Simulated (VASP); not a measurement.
Crystal: Cu.

```xyz
4
Lattice="2.5138 0.0000 0.0000 -1.2569 2.1770 0.0000 0.0000 0.0000 8.2064" Properties=species:S:1:pos:R:3 pbc="T T T"
Cu    1.2569    0.7257    6.1548
Cu    0.0000    0.0000    4.1032
Cu    0.0000    1.4513    2.0516
Cu    0.0000    0.0000    0.0000
```

Base run:

- Program: VASP 6.6.1
- Functional: PBEsol
- Potentials or basis: VASP PAW PBE potentials, release 64 (Cu)
- Cutoff: 520 eV
- k mesh: 12 × 12 × 4
- Occupations: fermi-dirac, width 0.05 eV
- Spin: no spin polarisation

Its results: band gap on the k mesh zero (band 22 reaches 11.47 eV, above the bottom of band 23 at 6.20 eV); pressure 2.2 GPa.

Problem. The run is repeated on the same cell with these changes: functional from PBEsol to PBE; further incar settings from ALGO = Normal; EDIFF = 1e-06; NBANDS = 30 to ALGO = Fast; EDIFF = 1e-06; NBANDS = 30. What comes out?

Solution. Band gap on the k mesh zero (band 22 reaches 11.68 eV, above the bottom of band 23 at 6.38 eV); pressure 11.1 GPa.

Caveats: the PAW data sets were made with another functional, which shifts forces and pressure a little (some runs).
